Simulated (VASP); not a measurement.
Input of a VASP 6.6.1 run:

File POSCAR:

```
NaH
1.0
    0.0000000000      2.3975116377      2.3975116377
    2.3975116377      0.0000000000      2.3975116377
    2.3975116377      2.3975116377      0.0000000000
Na H
1 1
Direct
    0.0000000000      0.0000000000      0.0000000000
    0.5000000000      0.5000000000      0.5000000000
```

Contents of INCAR.step1:

```
ALGO     = Normal         # electronic algorithm
EDIFF    = 1E-4           # SCF threshold, eV
ENCUT    = 520            # plane-wave cutoff, eV
GGA      = PE             # functional
ISMEAR   = -1             # smearing method
LASPH    = T              # aspherical terms in the spheres
LCHARG   = F              # write CHGCAR
LREAL    = F              # projectors in reciprocal space
LWAVE    = T              # write WAVECAR
NBANDS   = 11             # bands
NELM     = 100            # most SCF steps
PREC     = Accurate       # precision mode
SIGMA    = 0.02           # smearing width, eV
```

Contents of INCAR.step2:

```
ALGO     = Normal         # electronic algorithm
EDIFF    = 1E-6           # SCF threshold, eV
ENCUT    = 520            # plane-wave cutoff, eV
ISIF     = 2              # what is computed and relaxed
ISMEAR   = -1             # smearing method
ISTART   = 1            
LASPH    = T              # aspherical terms in the spheres
LCHARG   = F              # write CHGCAR
LMIXTAU  = T            
LREAL    = F              # projectors in reciprocal space
LWAVE    = F              # write WAVECAR
METAGGA  = R2SCAN         # meta-GGA
NBANDS   = 11             # bands
NELM     = 100            # most SCF steps
PREC     = Accurate       # precision mode
SIGMA    = 0.02           # smearing width, eV
```

KPOINTS

```
k-points
0
Gamma
  8 8 8
```

Potentials or basis: VASP PAW PBE potentials, release 64 (Na_pv, H).

The run is started by

```sh
$ cat potpaw_PBE.64/Na_pv/POTCAR potpaw_PBE.64/H/POTCAR > POTCAR
$ cp INCAR.step1 INCAR
$ mpirun -np 1 vasp_std > vasp.out
$ cp INCAR.step2 INCAR
$ mpirun -np 1 vasp_std > vasp.out
```

Problem. Estimate the band gap on the k mesh.

Solution. 4.41 eV (least direct gap 5.26 eV).

Problem. Predict the pressure.

Solution. -0.3 GPa.

Caveat: the PAW data sets were made with another functional, which shifts forces and pressure a little. A k mesh can miss the band edges.
